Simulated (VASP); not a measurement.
# CdSe (F-43m) in VASP: a series of runs, part 2 of 2

VASP 6.6.1. Earlier steps stand in the parts before.

**3. Single point, LDA**

INCAR reads:

```
PREC = Accurate
ENCUT = 500
EDIFF = 1E-6
ISMEAR = 0
SIGMA = 0.01
LREAL = False
LASPH = True
NELM = 120
ALGO = Normal
ISIF = 2
LWAVE = False
LCHARG = False
NBANDS = 16
GGA_COMPAT = False
```

KPOINTS reads:

```
Automatic mesh
0
Gamma
  6 6 6
```

POSCAR reads:

```
CdSe
1.0
    0.0000000000      3.0702710000      3.0702710000
    3.0702710000      0.0000000000      3.0702710000
    3.0702710000      3.0702710000      0.0000000000
Cd Se
1 1
Direct
    0.0000000000      0.0000000000      0.0000000000
    0.7500000000      0.7500000000      0.7500000000
```

Potentials or basis: VASP PAW LDA potentials, release 64 (Cd, Se).

Command:

```bash
cat potpaw_LDA.64/Cd/POTCAR potpaw_LDA.64/Se/POTCAR > POTCAR
mpirun -np 1 vasp_std > vasp.out
```

OUTCAR:

```text
PREC = Accurate
   ENCUT = 500
   EDIFF = 1E-6
   ISMEAR = 0
   LREAL = False
   LASPH = True
   NELM = 120
   ISIF = 2

 ion  position               nearest neighbor table
   1  0.000  0.000  0.000-   2 2.66   2 2.66   2 2.66   2 2.66
   2  0.750  0.750  0.750-   1 2.66   1 2.66   1 2.66   1 2.66

  LATTYP: Found a face centered cubic cell.
 ALAT       =     6.1405420000

  Lattice vectors:

 A1 = (   0.0000000000,   3.0702710000,   3.0702710000)
 A2 = (   3.0702710000,   0.0000000000,   3.0702710000)
 A3 = (   3.0702710000,   3.0702710000,   0.0000000000)

Analysis of symmetry for initial positions (statically):
=====================================================================
 Subroutine PRICEL returns:
 Original cell was already a primitive cell.

 Routine SETGRP: Setting up the symmetry group for a
 face centered cubic supercell.

 Subroutine GETGRP returns: Found 24 space group operations
 (whereof 24 operations were pure point group operations)
 out of a pool of 48 trial point group operations.

The static configuration has the point symmetry T_d .

Analysis of symmetry for dynamics (positions and initial velocities):
=====================================================================
 Subroutine PRICEL returns:
 Original cell was already a primitive cell.

 Routine SETGRP: Setting up the symmetry group for a
 face centered cubic supercell.

 Subroutine GETGRP returns: Found 24 space group operations
 (whereof 24 operations were pure point group operations)
 out of a pool of 48 trial point group operations.

The dynamic configuration has the point symmetry T_d .

 Subroutine INISYM returns: Found 24 space group operations
 (whereof 24 operations are pure point group operations),
 and found     1 'primitive' translations

----------------------------------------------------------------------------------------

                                     Primitive cell

  volume of cell :      57.8842

  direct lattice vectors                    reciprocal lattice vectors
     0.000000000  3.070271000  3.070271000    -0.162852074  0.162852074  0.162852074
     3.070271000  0.000000000  3.070271000     0.162852074 -0.162852074  0.162852074
     3.070271000  3.070271000  0.000000000     0.162852074  0.162852074 -0.162852074

  length of vectors
     4.342018888  4.342018888  4.342018888     0.282068066  0.282068066  0.282068066

  position of ions in fractional coordinates (direct lattice)
     0.000000000  0.000000000  0.000000000
     0.750000000  0.750000000  0.750000000

  ion indices of the primitive-cell ions
   primitive index   ion index
                 1           1
                 2           2

----------------------------------------------------------------------------------------

 KPOINTS: Automatic mesh

Automatic generation of k-mesh.
 Grid dimensions read from file:
 generate k-points for:    6    6    6

 Generating k-lattice:

  Cartesian coordinates                     Fractional coordinates (reciprocal lattice)
    -0.027142012  0.027142012  0.027142012     0.166666667  0.000000000  0.000000000
     0.027142012 -0.027142012  0.027142012     0.000000000  0.166666667  0.000000000
     0.027142012  0.027142012 -0.027142012     0.000000000  0.000000000  0.166666667

  Length of vectors
     0.047011344  0.047011344  0.047011344

  Shift w.r.t. Gamma in fractional coordinates (k-lattice)
     0.000000000  0.000000000  0.000000000

 Subroutine IBZKPT returns following result:
 ===========================================

 Found     16 irreducible k-points:

 Following reciprocal coordinates:
            Coordinates               Weight
  0.000000  0.000000  0.000000      1.000000
  0.166667  0.000000  0.000000      8.000000
  0.333333  0.000000  0.000000      8.000000
  0.500000  0.000000  0.000000      4.000000
  0.166667  0.166667  0.000000      6.000000
  0.333333  0.166667  0.000000     24.000000
[... 8 lines left out ...]
 -0.333333  0.333333  0.166667     24.000000
 -0.333333  0.500000  0.166667     12.000000
   k-points           NKPTS =     16   k-points in BZ     NKDIM =     16   number of bands    NBANDS=     16
   number of dos      NEDOS =    301   number of ions     NIONS =      2
   total plane-waves  NPLWV =  32768
   dimension x,y,z NGX =    32 NGY =   32 NGZ =   32
   dimension x,y,z NGXF=    64 NGYF=   64 NGZF=   64
   ions per type =               1   1
   NGX,Y,Z   is equivalent  to a cutoff of  12.25, 12.25, 12.25 a.u.
   NGXF,Y,Z  is equivalent  to a cutoff of  24.50, 24.50, 24.50 a.u.
 SYSTEM =  unknown system
   PREC   = accura    normal or accurate (medium, high low for compatibility)
   ISTART =      0    job   : 0-new  1-cont  2-samecut
   ICHARG =      2    charge: 1-file 2-atom 10-const
   ISPIN  =      1    spin polarized calculation?
   LNONCOLLINEAR =      F non collinear calculations
   LSORBIT =      F    spin-orbit coupling
   LASPH  =      T    aspherical Exc in radial PAW
   ENCUT  =  500.0 eV  36.75 Ry    6.06 a.u.   7.92  7.92  7.92*2*pi/ulx,y,z
   NELM   =    120;   NELMIN=  2; NELMDL= -5     # of ELM steps
   EDIFF  = 0.1E-05   stopping-criterion for ELM
   LREAL  =      F    real-space projection
   EDIFFG = 0.1E-04   stopping-criterion for IOM
   NSW    =      0    number of steps for IOM
   IBRION =     -1    ionic relax: 0-MD 1-quasi-New 2-CG
   NFREE  =      0    steps in history (QN), initial steepest desc. (CG)
   ISIF   =      2    stress and relaxation
   ISYM   =      2    0-nonsym 1-usesym 2-fastsym
   POTIM  = 0.5000    time-step for ionic-motion
   TEBEG  =    0.0;   TEEND  =   0.0 temperature during run
   PSTRESS=    0.0 pullay stress
   NELECT =      18.0000    total number of electrons
   NUPDOWN=      -1.0000    fix difference up-down
   EMIN   =  10.00;   EMAX   =-10.00  energy-range for DOS
   EFERMI =   0.00;   METHOD = LEGACY
   ISMEAR =     0;   SIGMA  =   0.01  broadening in eV -4-tet -1-fermi 0-gaus
   EFERMI_NEDOS =   21; number of points for ismear=-14 and -15
   IALGO  =     38    algorithm
   IMIX   =      4    mixing-type and parameters
     AMIX     =   0.40;   BMIX     =  1.00
     AMIX_MAG =   1.60;   BMIX_MAG =  1.00
  volume/ion in A,a.u.               =      28.94       195.31
  Fermi-wavevector in a.u.,A,eV,Ry     =   1.109121  2.095935 16.737201  1.230150
  Thomas-Fermi vector in A             =   2.245657
   LORBIT       =      0    0 simple, 1 ext, 2 COOP (PROOUT), +10 PAW based schemes
   GGA     = CA    functional components
   LHFCALC =     F    Hartree Fock is set to
   AEXX    =    0.0000 exact exchange contribution
   IVDW    =     0    specifies the selected vdW correction
   LEPSILON=     F    determine dielectric tensor
   LRPA    =     F    only Hartree local field effects (RPA)
 non-spin polarized calculation
 Gauss-broadening in eV      SIGMA  =   0.01
  energy-cutoff  :      500.00
  volume of cell :       57.88
 maximum number of plane-waves:      1484
   NGX = 15   NGY = 15   NGZ = 15

 number of electron      18.0000006 magnetization

 Free energy of the ion-electron system (eV)
  ---------------------------------------------------
  ext. energy  EPLUGINS =         0.00000000
  ---------------------------------------------------
  free energy    TOTEN  =        -6.72668245 eV

  energy without entropy =       -6.72668245  energy(sigma->0) =       -6.72668245

 E-fermi :   0.6681     XC(G=0):  -9.1641

 val. band max:        0.5861676868   @ k =   0.0000   0.0000   0.0000
 cond. band min:       0.8879252878   @ k =   0.0000   0.0000   0.0000
 fundamental gap:      0.3017576011
 Fermi energy:         0.6680938226

 k-point     1 :       0.0000    0.0000    0.0000
  band No.  band energies     occupation
      1     -11.9030      2.00000
      2      -7.2736      2.00000
      3      -7.2736      2.00000
      4      -7.2736      2.00000
      5      -6.9246      2.00000
      6      -6.9246      2.00000
[... 8 lines left out ...]
     15      11.6056      0.00000
     16      11.6056      0.00000
[... 267 lines left out ...]
 k-point    16 :      -0.3333    0.5000    0.1667
  band No.  band energies     occupation
      1     -11.4366      2.00000
      2      -7.0980      2.00000
      3      -7.0823      2.00000
      4      -6.9843      2.00000
      5      -6.8987      2.00000
      6      -6.5045      2.00000
[... 8 lines left out ...]
     15      13.1376      0.00000
     16      13.3798      0.00000

------------------------ aborting loop because EDIFF is reached ----------------------------------------

  FORCE on cell =-STRESS in cart. coord.  units (eV):
  Direction    XX          YY          ZZ          XY          YZ          ZX
  --------------------------------------------------------------------------------------
  -------------------------------------------------------------------------------------
  Total       -1.0435768     -1.0435768     -1.0435768      0.0000000      0.0000000      0.0000000
  in kB      -28.8851656    -28.8851656    -28.8851656      0.0000000      0.0000000      0.0000000
  external PRESSURE =     -28.8851656 kB  Pullay stress =       0.0000000 kB

 VOLUME and BASIS-vectors are now :
 -----------------------------------------------------------------------------
  energy-cutoff  :      500.00
  volume of cell :       57.88
      direct lattice vectors                 reciprocal lattice vectors
     0.000000000  3.070271000  3.070271000    -0.162852074  0.162852074  0.162852074
     3.070271000  0.000000000  3.070271000     0.162852074 -0.162852074  0.162852074
     3.070271000  3.070271000  0.000000000     0.162852074  0.162852074 -0.162852074

 POSITION                                       TOTAL-FORCE (eV/Angst)
 -----------------------------------------------------------------------------------
      0.00000      0.00000      0.00000        -0.000000     -0.000000     -0.000000
      4.60541      4.60541      4.60541         0.000000      0.000000      0.000000
 -----------------------------------------------------------------------------------
    total drift:                                0.000000      0.000000      0.000000

  FREE ENERGIE OF THE ION-ELECTRON SYSTEM (eV)
  ---------------------------------------------------
  free  energy   TOTEN  =        -6.7266824464 eV

  energy  without entropy=       -6.7266824464  energy(sigma->0) =       -6.72668245
```

OSZICAR:

```text
N       E                     dE             d eps       ncg     rms          rms(c)
DAV:   1     0.108154067454E+03    0.10815E+03   -0.84593E+03   528   0.964E+02
DAV:   2    -0.304209066935E+01   -0.11120E+03   -0.10540E+03   608   0.247E+02
DAV:   3    -0.708633490818E+01   -0.40442E+01   -0.40373E+01   640   0.500E+01
DAV:   4    -0.710392354122E+01   -0.17589E-01   -0.17588E-01   624   0.322E+00
DAV:   5    -0.710403758449E+01   -0.11404E-03   -0.11404E-03   624   0.224E-01    0.583E+00
DAV:   6    -0.675703245622E+01    0.34701E+00   -0.52518E-01   752   0.888E+00    0.465E+00
DAV:   7    -0.673035731396E+01    0.26675E-01   -0.10995E-01   592   0.232E+00    0.202E+00
DAV:   8    -0.672697379612E+01    0.33835E-02   -0.11315E-02   576   0.129E+00    0.201E-01
DAV:   9    -0.672668858010E+01    0.28522E-03   -0.12267E-03   624   0.464E-01    0.424E-02
DAV:  10    -0.672667734769E+01    0.11232E-04   -0.10947E-04   568   0.141E-01    0.359E-02
DAV:  11    -0.672668287345E+01   -0.55258E-05   -0.17658E-05   656   0.359E-02    0.138E-02
DAV:  12    -0.672668244639E+01    0.42705E-06   -0.10144E-06   408   0.138E-02
   1 F= -.67266824E+01 E0= -.67266824E+01  d E =-.555447E-33
```

stdout:

```text
POSCAR found type information on POSCAR CdSe
 POSCAR found :  2 types and       2 ions
 scaLAPACK will be used
 LDA part: xc-table for (Slater(with rela. corr.)+CA(PZ))
 , standard interpolation
 POSCAR, INCAR and KPOINTS ok, starting setup
 FFT: planning ... GRIDC
 FFT: planning ... GRID_SOFT
 FFT: planning ... GRID
 WAVECAR not read
 entering main loop
```

Wall time 7.4 s (1 thread of Intel Xeon 6975P-C (Granite Rapids), shared host); peak memory 0.15 GiB.

What came out:

```yaml
Free_energy: -6.7267 eV
Pressure: -2.9 GPa
Band_gap_on_the_k_mesh: 0.30 eV, direct
```

**4. Single point, r2SCAN**

POSCAR is that of step 3.

INCAR.step1 reads:

```
SYSTEM = CdSe
ALGO = Normal ; EDIFF = 1E-5
ENCUT = 550 ; GGA = PE
GGA_COMPAT = .False. ; ISMEAR = 0
LASPH = .True. ; LCHARG = .False.
LREAL = .False. ; LWAVE = .True.
NBANDS = 16 ; NELM = 120
PREC = Accurate ; SIGMA = 0.01
```

INCAR.step2 reads:

```
SYSTEM = CdSe
ALGO = Normal ; EDIFF = 1E-6
ENCUT = 550 ; GGA_COMPAT = .False.
ISIF = 2 ; ISMEAR = 0
ISTART = 1 ; LASPH = .True.
LCHARG = .False. ; LMIXTAU = .True.
LREAL = .False. ; LWAVE = .False.
METAGGA = R2SCAN ; NBANDS = 16
NELM = 120 ; PREC = Accurate
SIGMA = 0.01
```

KPOINTS reads:

```
k-points
0
Gamma
  6 6 6
  0 0 0
```

Potentials or basis: VASP PAW PBE potentials, release 64 (Cd, Se).

Command:

```bash
cat potpaw_PBE.64/Cd/POTCAR potpaw_PBE.64/Se/POTCAR > POTCAR
cp INCAR.step1 INCAR
mpirun -np 1 vasp_std > vasp.out
cp INCAR.step2 INCAR
mpirun -np 1 vasp_std > vasp.out
```

It took 47 s on 1 thread of Intel Xeon 6975P-C (Granite Rapids), shared host; peak memory 0.22 GiB.

The run converged. Its results:

| Quantity | Value |
| --- | --- |
| Free energy | -35.9132 eV |
| Pressure | 0.1 GPa |
| Band gap on the k mesh | 1.02 eV, direct |

Levels at points of the mesh, in eV from the valence-band top:
| k point | band 6 | band 7 | band 8 | band 9 | band 10 | band 11 | band 12 | band 13 |
| --- | --- | --- | --- | --- | --- | --- | --- | --- |
| (0.00, 0.00, 0.00) | -7.71 | 0.00 | 0.00 | 0.00 | 1.02 | 6.47 | 6.47 | 6.47 |
| (0.50, 0.00, 0.00) | -7.42 | -4.26 | -0.72 | -0.72 | 2.82 | 6.92 | 6.92 | 7.73 |
| (0.50, 0.50, 0.00) | -7.36 | -3.96 | -1.79 | -1.79 | 3.50 | 4.12 | 9.55 | 10.78 |

Caveat: the PAW data sets were made with another functional, which shifts forces and pressure a little. r2SCAN opens gaps a little over a GGA but as a rule still falls short of measured ones.

**5. The runs side by side**

| level | potentials or basis | cutoff (eV) | gap on the mesh (eV) | pressure (GPa) |
| --- | --- | --- | --- | --- |
| BLYP | VASP PAW PBE potentials, release 64 (Cd, Se) | 500 | 0.50 | 4.4 |
| LDA | VASP PAW LDA potentials, release 64 (Cd, Se) | 500 | 0.30 | -2.9 |
| r2SCAN | VASP PAW PBE potentials, release 64 (Cd, Se) | 550 | 1.02 | 0.1 |

Alike in all rows: task single point; no spin polarisation; cell as given; k mesh 6 × 6 × 6; smearing gaussian 0.01 eV.

Caveats: the PAW data sets were made with another functional, which shifts forces and pressure a little (some runs).

Total energies depend on the potentials used, so only differences within one code and one set of settings carry meaning.
